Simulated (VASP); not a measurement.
Crystal: BAs.

```
B As
1.0
     0.00000    2.40440    2.40440
     2.40440    0.00000    2.40440
     2.40440    2.40440    0.00000
B As
1 1
Direct
  0.00000 0.00000 0.00000
  0.25000 0.25000 0.25000
```

```yaml
Program: VASP 6.6.1
Task: relaxation of cell and atoms
Functional: LDA
Potentials_or_basis: VASP PAW LDA potentials, release 64 (B, As_d)
Cutoff: 600 eV
k_mesh: 8 × 8 × 8
Occupations: fermi-dirac, width 0.02 eV
Spin: no spin polarisation
```

At the start: pressure -6.2 GPa; volume 13.90 Å³/atom.

Problem. How do energy, volume and symmetry change on relaxing?

Solution. Over 5 steps the energy falls by 12.5 meV/atom and the volume is 13.28 Å³/atom (-4.5 %); space group F-43m (No. 216, to 0.05 Å).

Step by step:
```tsv
step	energy change (eV)	largest force (eV/Å)	pressure (GPa)	volume (Å³)
1	0.0000	0.0000	-6.16	27.80
2	-0.0118	0.0000	5.05	25.70
3	-0.0249	0.0000	-0.14	26.56
4	-0.0249	0.0000	0.06	26.53
5	-0.0249	0.0000	0.03	26.55
```

Final structure:
```cif
data_structure
_symmetry_space_group_name_H-M 'P 1'
_symmetry_Int_Tables_number 1
_cell_length_a 3.3486
_cell_length_b 3.3486
_cell_length_c 3.3486
_cell_angle_alpha 60.000
_cell_angle_beta 60.000
_cell_angle_gamma 60.000
_cell_volume 26.55
loop_
_atom_site_label
_atom_site_type_symbol
_atom_site_fract_x
_atom_site_fract_y
_atom_site_fract_z
_atom_site_occupancy
B1 B 0.00000 0.00000 0.00000 1
As1 As 0.25000 0.25000 0.25000 1
```
